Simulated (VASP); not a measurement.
Set up this calculation in VASP 6.6.1, as the native input.

| Item | Value |
| --- | --- |
| Task | single point |
| Functional | RPBE |
| Potentials or basis | VASP PAW PBE potentials, release 64 (Pt) |
| Cutoff | 520 eV |
| k mesh | 9 × 9 × 13 |
| Occupations | fermi-dirac, width 0.1 eV |
| Spin | no spin polarisation |
| Dipole correction | no |
| Further INCAR settings | ALGO = Normal; EDIFF = 1e-06; NBANDS = 22 |

The structure of Pt lies in POSCAR:

```
Pt
1.0
    4.6791851897      0.0000000000      0.0000000000
   -2.3395925949      4.0522932433      0.0000000000
    0.0000000000      0.0000000000      2.7901152125
Pt
3
Direct
    0.0000000000      1.0000000000      0.0000000000
    0.3333333333      0.6666666667      0.5000000000
    0.6666666667      0.3333333333      0.5000000000
```

This cell differs from its parent crystal: volume scaled by 1.08.

The input as run:

INCAR

```
PREC = Accurate ; ENCUT = 520
EDIFF = 1E-6 ; ISMEAR = -1
SIGMA = 0.1 ; LREAL = False
LASPH = True ; NELM = 100
ALGO = Normal ; ISIF = 2
LWAVE = False ; LCHARG = False
GGA = RP ; NBANDS = 22
```

KPOINTS

```
Automatic mesh
0
Gamma
  9 9 13
```

Potentials or basis: VASP PAW PBE potentials, release 64 (Pt).

The run is started by

```console
$ cat potpaw_PBE.64/Pt/POTCAR > POTCAR
$ mpirun -np 1 vasp_std > vasp.out
```

Results of the run:

```
Pressure               : -13.7 GPa
Band gap on the k mesh : zero (band 15 reaches 9.38 eV, above the bottom of band 16 at 8.35 eV)
```

Caveat: the PAW data sets were made with another functional, which shifts forces and pressure a little; spin-orbit coupling is left out, which moves the levels of the heavy elements.

Wall time 100 s on 1 thread of Intel Xeon 6975P-C, on a shared host, peak memory 0.23 GiB.
